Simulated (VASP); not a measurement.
Set up this calculation in VASP 6.6.1, as the native input.

```yaml
Task: relaxation of cell and atoms
Functional: PBE
Potentials_or_basis: VASP PAW PBE potentials, release 64 (Sn_d, Ge_d, O)
Cutoff: 600 eV
k_mesh: 4 × 4 × 4
Occupations: gaussian, width 0.1 eV
Spin: no spin polarisation
Dipole_correction: no
Further_INCAR_settings: ALGO = Normal; EDIFF = 1e-07; IBRION = 2; EDIFFG = -0.04; NSW = 90; ISIF = 3
```

The structure of Sn2GeO3 lies in POSCAR:

```
Sn2GeO3
1.0
    2.4324772800     -5.1463429900      0.0000000000
    2.4324772800      5.1463429900      0.0000000000
    0.0000000000      0.0000000000      3.8307206900
Sn Ge O
2 1 3
Direct
    0.6549724500      0.3450275500      0.5000000000
    0.3450275500      0.6549724500      0.5000000000
    0.0000000000      0.0000000000      0.0000000000
    0.1453886600      0.8546113400      0.5000000000
    0.8546113400      0.1453886600      0.5000000000
    0.5000000000      0.5000000000      0.0000000000
```

The cell was generated, and may not be a known phase.

One way to write it, as run:

INCAR

```
ALGO = Normal
EDIFF = 1E-7
EDIFFG = -0.04
ENCUT = 600
GGA = PE
IBRION = 2
ISIF = 3
ISMEAR = 0
LASPH = T
LCHARG = F
LREAL = F
LWAVE = F
NELM = 100
NSW = 90
PREC = Accurate
SIGMA = 0.1
```

KPOINTS

```
k-points
0
Gamma
  4 4 4
```

Potentials or basis: VASP PAW PBE potentials, release 64 (Sn_d, Ge_d, O).

Launch:

```sh
$ cat potpaw_PBE.64/Sn_d/POTCAR potpaw_PBE.64/Ge_d/POTCAR potpaw_PBE.64/O/POTCAR > POTCAR
$ mpirun -np 1 vasp_std > vasp.out
```

Results of the run:

```yaml
Relaxed_volume: 15.29 Å³/atom
Relaxed_cell: a = 7.488 Å, b = 7.488 Å, c = 3.054 Å, α = 90.00°, β = 90.00°, γ = 147.61°
Space_group_after_relaxing_to_0.1_Å: Cmmm (No. 65)
Energy_gained_by_relaxing: 313.1 meV/atom
Ionic_steps: 38
Pressure_after_relaxing: -0.3 GPa
Largest_force_after_relaxing: 0.024 eV/Å
Band_gap_on_the_k_mesh: zero (bands 30 and 31 overlap by 2.24 eV)
```

Caveat: the k points lie up to 0.51 Å⁻¹ apart in the final cell, too coarse for converged energies and pressures of a metal; a cell axis changed by over 15 % at a fixed basis, so the end point is rough; spin-orbit coupling is left out, which moves the levels of the heavy elements.

Run time: 28 min on 1 thread of Intel(R) Xeon(R) 6975P-C (Granite Rapids) (shared host), peak memory 0.32 GiB.
